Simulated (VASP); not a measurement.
Input of a VASP 6.6.1 run:

INCAR

```
  ALGO = Normal
  EDIFF = 1E-6
  ENCUT = 520
  GGA = PE
  ISIF = 2
  ISMEAR = 0
  LASPH = T
  LCHARG = T
  LELF = T
  LREAL = F
  LVHAR = T
  LWAVE = F
  NBANDS = 27
  NELM = 60
  PREC = Accurate
  SIGMA = 0.1
```

File KPOINTS:

```
k-points
0
Gamma
  10 10 8
```

Contents of POSCAR:

```
Si2Ni
1.0
    2.8867981181      2.8867981181      0.0000000000
   -2.8867981181      2.8867981181      0.0000000000
    0.0000000000      0.0000000000      5.0601140400
Si Ni
4 2
Direct
    0.0000000000      0.5000000000      0.7500000000
    0.5000000000      0.0000000000      0.7500000000
    0.5000000000      0.0000000000      0.2500000000
    0.0000000000      0.5000000000      0.2500000000
    0.0000000000      0.0000000000      0.0000000000
    0.5000000000      0.5000000000      0.5000000000
```

Potentials or basis: VASP PAW PBE potentials, release 64 (Si, Ni).

The run is started by

```sh
$ cat potpaw_PBE.64/Si/POTCAR potpaw_PBE.64/Ni/POTCAR > POTCAR
$ mpirun -np 1 vasp_std > vasp.out
```

(1) What does it give for the band gap on the k mesh?

(2) Estimate the pressure.

Answers

(1) zero (band 18 reaches 10.38 eV, above the bottom of band 19 at 8.55 eV).

(2) -5.6 GPa.

Caveat: the cell differs from its parent crystal (biaxial strain in the a-b plane: +6.0 %, then relaxed in part).
